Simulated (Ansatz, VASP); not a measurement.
## Two plane-wave programs on AlN

File INCAR:

```
SYSTEM = AlN
PREC = Accurate
ENCUT = 520
EDIFF = 1E-6
ISMEAR = -1
SIGMA = 0.02
LREAL = .FALSE.
LASPH = .TRUE.
NELM = 60
ALGO = Normal
ISIF = 2
LWAVE = .FALSE.
LCHARG = .TRUE.
GGA = PE
LELF = .TRUE.
LVHAR = .TRUE.
NBANDS = 16
```

File KPOINTS:

```
regular mesh
0
G
  12 12 6
  0 0 0
```

POSCAR

```
AlN
1.0
    3.1377606977      0.0000000000      0.0000000000
   -1.5688803489      2.7173804752      0.0000000000
    0.0000000000      0.0000000000      5.0283774674
Al N
2 2
Direct
    0.3333333333      0.6666666667     -0.0032059052
    0.6666666667      0.3333333333      0.4967940948
    0.3333333333      0.6666666667      0.3782059052
    0.6666666667      0.3333333333      0.8782059052
```

Input for Ansatz:

```yaml
crystal:
  lattice:
    - [3.1377606977, 0.0, 0.0]
    - [-1.5688803489, 2.7173804752, 0.0]
    - [0.0, 0.0, 5.0283774674]
  atoms:
    - { symbol: Al, position: [0.3333333333, 0.6666666667, -0.0032059052] }
    - { symbol: Al, position: [0.6666666667, 0.3333333333, 0.4967940948] }
    - { symbol: "N", position: [0.3333333333, 0.6666666667, 0.3782059052] }
    - { symbol: "N", position: [0.6666666667, 0.3333333333, 0.8782059052] }
kpoints:
  mp_grid: { grid: [12, 12, 6] }
  band_path:
    path:
      - [0.0, 0.0, 0.0]
      - [0.5, 0.0, 0.0]
      - [0.3333333333, 0.3333333333, 0.0]
      - [0.0, 0.0, 0.5]
      - [0.5, 0.0, 0.5]
      - [0.3333333333, 0.3333333333, 0.5]
    npoints: 1
hamiltonian:
  xc: pbe
scf:
  occupations: { method: fermi_dirac, width: 0.02 }
  n_extra_bands: 5
output:
  forces: true
  stress: true
  eigenvalues: true
  write_density: true
  write_potential: true
  elf: true
  volumetric_format: npy
```

Change from the starting cell: hydrostatic strain +1.0%.

Alike in both runs: task single point; functional PBE; k mesh 12 × 12 × 6; occupations fermi-dirac, width 0.02 eV; no spin polarisation.

|  | VASP | Ansatz |
| --- | --- | --- |
| version | VASP 6.6.1 | Ansatz 0.2.0 |
| potentials or method | VASP PAW PBE potentials, release 64 (Al, N) | plane waves, PAW |
| plane-wave cutoff (eV) | 520 | 420 |
| valence electrons in the cell | 16 | 16 |

```csv
,VASP,Ansatz,Ansatz less VASP
gap on the k mesh at the Fermi level (eV),3.98,3.98,-0.009
pressure (GPa),-1.6,-1.3,+0.26
"traceless stress, the component that is largest in VASP (GPa)",0.23,0.19,-0.041
rms of the force components (eV/Å),0.005,0.005,+0.0004
```

Atom by atom the forces differ by 0.000 eV/Å (rms over components).
